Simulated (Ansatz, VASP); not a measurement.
## LaIn: VASP beside Ansatz

Contents of INCAR:

```
PREC     = Accurate       # precision mode
ENCUT    = 520            # plane-wave cutoff, eV
EDIFF    = 1E-6           # SCF threshold, eV
ISMEAR   = -1             # smearing method
SIGMA    = 0.05           # smearing width, eV
LREAL    = F              # projectors in reciprocal space
LASPH    = T              # aspherical terms in the spheres
NELM     = 100            # most SCF steps
ALGO     = Normal         # electronic algorithm
ISIF     = 2              # what is computed and relaxed
LWAVE    = F              # write WAVECAR
LCHARG   = F              # write CHGCAR
GGA      = CA             # functional
NBANDS   = 19             # bands
```

Contents of KPOINTS:

```
Automatic mesh
0
Gamma
  9 9 9
```

POSCAR

```
LaIn
1.0
    3.9540772400      0.0000000000      0.0000000000
    0.0000000000      3.9540772400      0.0000000000
    0.0000000000      0.0000000000      3.9540772400
La In
1 1
Direct
    0.5000000000      0.5000000000      0.5000000000
    0.0000000000      0.0000000000      0.0000000000
```

Input for Ansatz:

```yaml
crystal:
  lattice:
    - [3.95407724, 0.0, 0.0]
    - [0.0, 3.95407724, 0.0]
    - [0.0, 0.0, 3.95407724]
  atoms:
    - { symbol: La, position: [0.5, 0.5, 0.5] }
    - { symbol: In, position: [0.0, 0.0, 0.0] }
kpoints:
  mp_grid: { grid: [9, 9, 9] }
  band_path:
    path:
      - [0.0, 0.0, 0.0]
      - [0.0, 0.5, 0.0]
      - [0.5, 0.5, 0.0]
      - [0.0, 0.0, 0.0]
      - [0.5, 0.5, 0.5]
      - [0.0, 0.5, 0.0]
      - [0.5, 0.5, 0.5]
      - [0.5, 0.5, 0.0]
    npoints: 14
scf:
  occupations: { method: fermi_dirac, width: 0.05 }
hamiltonian:
  xc: lda
  pseudopotentials: { kind: all_electron, lapw: { basis_error: 0.001 } }
output:
  forces: true
  stress: true
  eigenvalues: true
  populations: true
```

Alike in both runs: task single point; functional LDA; k mesh 9 × 9 × 9; occupations fermi-dirac, width 0.05 eV; no spin polarisation.

```csv
,VASP,Ansatz
version,VASP 6.6.1,Ansatz 0.2.0
potentials or method,"VASP PAW LDA potentials, release 64 (La, In_d), cutoff 520 eV","all-electron LAPW, scalar-relativistic"
```

```csv
,VASP,Ansatz,Ansatz less VASP
pressure (GPa),-3.8,-3.8,+0.03
```

LDA's correlation is that of Perdew and Zunger in VASP and of Perdew and Wang (1992) in Ansatz. Ansatz ran all-electron here, and VASP with PAW potentials.

Spin-orbit coupling is off throughout.
